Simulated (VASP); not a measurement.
Wanted: the native input for a VASP 6.6.1 run.

- Task: single point
- Functional: PBE
- Potentials or basis: VASP PAW PBE potentials, release 64 (Cd, In_d, O)
- Cutoff: 600 eV
- k mesh: 4 × 4 × 4
- Occupations: fermi-dirac, width 0.02 eV
- Spin: no spin polarisation
- Dipole correction: no
- Further INCAR settings: ALGO = Normal; EDIFF = 1e-06; NBANDS = 75

The structure of CdIn2O4 lies in POSCAR:

```
CdIn2O4
1.0
    0.0000000000      4.6574765167      4.6574765167
    4.6574765167      0.0000000000      4.6574765167
    4.6574765167      4.6574765167      0.0000000000
Cd In O
2 4 8
Direct
    0.0000000000      0.0000000000      0.0000000000
    0.2500000000      0.2500000000      0.2500000000
    0.6250000000      0.6250000000      0.6250000000
    0.1250000000      0.6250000000      0.6250000000
    0.6250000000      0.6250000000      0.1250000000
    0.6250000000      0.1250000000      0.6250000000
    0.8619754911      0.8619754911      0.8619754911
    0.8359264733      0.3880245089      0.3880245089
    0.8619754911      0.8619754911      0.4140735267
    0.3880245089      0.8359264733      0.3880245089
    0.4140735267      0.8619754911      0.8619754911
    0.3880245089      0.3880245089      0.3880245089
    0.8619754911      0.4140735267      0.8619754911
    0.3880245089      0.3880245089      0.8359264733
```

These files were run (other wordings do the same):

INCAR

```
SYSTEM = CdIn2O4
PREC = Accurate ; ENCUT = 600
EDIFF = 1E-6 ; ISMEAR = -1
SIGMA = 0.02 ; LREAL = .FALSE.
LASPH = .TRUE. ; NELM = 120
ALGO = Normal ; ISIF = 2
LWAVE = .FALSE. ; LCHARG = .FALSE.
GGA = PE ; NBANDS = 75
GGA_COMPAT = .FALSE.
```

KPOINTS

```
Automatic mesh
0
G
  4 4 4
  0 0 0
```

Potentials or basis: VASP PAW PBE potentials, release 64 (Cd, In_d, O).

The run is started by

```bash
$ cat potpaw_PBE.64/Cd/POTCAR potpaw_PBE.64/In_d/POTCAR potpaw_PBE.64/O/POTCAR > POTCAR
$ mpirun -np 1 vasp_std > vasp.out
```

Results of the run:

| Item | Value |
| --- | --- |
| Pressure | 0.5 GPa |
| Largest force | 0.032 eV/Å |
| Band gap on the k mesh | 0.91 eV (least direct gap 0.98 eV) |

Caveat: spin-orbit coupling is left out, which moves the levels of the heavy elements.

Wall time 2.8 min on 1 thread of Intel(R) Xeon(R) 6975P-C (Granite Rapids), on a shared host, peak memory 0.44 GiB.
